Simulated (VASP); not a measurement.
Input of a VASP 6.6.1 run:

The input INCAR:

```
PREC     = Accurate       # precision mode
ENCUT    = 520            # plane-wave cutoff, eV
EDIFF    = 1E-7           # SCF threshold, eV
ISMEAR   = -1             # smearing method
SIGMA    = 0.05           # smearing width, eV
LREAL    = False          # projectors in reciprocal space
LASPH    = True           # aspherical terms in the spheres
NELM     = 80             # most SCF steps
ALGO     = Normal         # electronic algorithm
ISIF     = 2              # what is computed and relaxed
LWAVE    = False          # write WAVECAR
LCHARG   = False          # write CHGCAR
GGA      = PE             # functional
NBANDS   = 24             # bands
```

The input KPOINTS:

```
regular mesh
0
Gamma
  4 4 4
```

POSCAR

```
SnTe3
1.0
    0.0000000000      3.9245299409      3.9245299409
    3.9245299409      0.0000000000      3.9245299409
    3.9245299409      3.9245299409      0.0000000000
Sn Te
1 3
Direct
    0.0000000000      0.0000000000      0.0000000000
    0.2500000000      0.2500000000      0.2500000000
    0.7500000000      0.7500000000      0.7500000000
    0.5000000000      0.5000000000      0.5000000000
```

Potentials or basis: VASP PAW PBE potentials, release 64 (Sn_d, Te).

The run is started by

```sh
$ cat potpaw_PBE.64/Sn_d/POTCAR potpaw_PBE.64/Te/POTCAR > POTCAR
$ mpirun -np 1 vasp_std > vasp.out
```

(1) What does it give for the band gap on the k mesh?

(2) Predict the pressure.

Results:

(1) zero (band 16 reaches 7.46 eV, above the bottom of band 17 at 5.40 eV).

(2) -1.9 GPa.

Caveat: spin-orbit coupling is left out, which moves the levels of the heavy elements.
